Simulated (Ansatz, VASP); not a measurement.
Two plane-wave programs on Pt

INCAR

```
SYSTEM = Pt
  PREC = Accurate
  ENCUT = 520
  EDIFF = 1E-6
  ISMEAR = 0
  SIGMA = 0.15
  LREAL = .FALSE.
  LASPH = .TRUE.
  NELM = 80
  ALGO = Normal
  ISIF = 2
  LWAVE = .FALSE.
  LCHARG = .TRUE.
  GGA = PS
  LELF = .TRUE.
  LVHAR = .TRUE.
  NBANDS = 11
```

File KPOINTS:

```
regular mesh
0
G
  22 22 22
  0 0 0
```

The input POSCAR:

```
Pt
1.0
   -1.6009759671      1.6009759671      1.6009759671
    1.6009759671     -1.6009759671      1.6009759671
    1.6009759671      1.6009759671     -1.6009759671
Pt
1
Direct
    0.0000000000      0.0000000000      0.0000000000
```

Input for Ansatz:

```yaml
crystal:
  lattice:
    - [-1.6009759671, 1.6009759671, 1.6009759671]
    - [1.6009759671, -1.6009759671, 1.6009759671]
    - [1.6009759671, 1.6009759671, -1.6009759671]
  atoms:
    - { symbol: Pt, position: [0.0, 0.0, 0.0] }
basis:
  ecutwfc: 420
kpoints:
  mp_grid: { grid: [22, 22, 22] }
hamiltonian:
  xc: pbesol
  pseudopotentials: { kind: paw, azcp: { folder: soft_1 } }
scf:
  occupations: { method: gaussian, width: 0.15 }
output:
  forces: true
  stress: true
  eigenvalues: true
  write_density: true
  write_potential: true
  elf: true
  volumetric_format: npy
```

Alike in both runs: task single point; functional PBEsol; k mesh 22 × 22 × 22; occupations gaussian, width 0.15 eV; no spin polarisation.

|  | VASP | Ansatz |
| --- | --- | --- |
| version | VASP 6.6.1 | Ansatz 0.2.0 |
| potentials or method | VASP PAW PBE potentials, release 64 (Pt), cutoff 520 eV | scalar-relativistic, plane waves, PAW |
| valence electrons in the cell | 10 | 18 |

|  | VASP | Ansatz | Ansatz less VASP |
| --- | --- | --- | --- |
| gap on the k mesh at the Fermi level (eV) | none | none | - |
| pressure (GPa) | -17.5 | -17.1 | +0.32 |

VASP's potentials were made for PBE, not for PBEsol, and Ansatz warns of the same on its side. A gap of «none» marks a metal or a gap that the smearing closes. VASP's potentials hold 10 valence electrons a cell and Ansatz's 18, so a difference there can come from the potentials and not from the codes.

Neither program's run includes spin-orbit coupling.
